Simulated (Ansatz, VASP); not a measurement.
**Ga: VASP beside Ansatz**

```
Ga
1.0
     1.40367   -4.28056    0.02519
     1.40367    4.28056    0.02519
    -0.05854    0.00000    3.27626
Ga
2
Direct
  0.86771 0.13229 0.25000
  0.13229 0.86771 0.75000
```

Alike in both runs: task single point; functional revPBE; k mesh 13 × 13 × 11; occupations fermi-dirac, width 0.1 eV; no spin polarisation.

|  | VASP | Ansatz |
| --- | --- | --- |
| version | VASP 6.6.1 | Ansatz 0.2.0 |
| potentials or method | VASP PAW PBE potentials, release 64 (Ga_d), cutoff 520 eV | plane waves (420 eV) with PAW, scalar-relativistic |
| valence electrons in the cell | 26 | 26 |

```csv
,VASP,Ansatz,Ansatz less VASP
pressure (GPa),0.3,0.1,-0.12
"traceless stress, the component that is largest in VASP (GPa)",0.91,0.88,-0.022
```

VASP's potentials were made for PBE, not for revPBE. With one functional, cell and mesh, what is left measures potentials, basis and numerics.
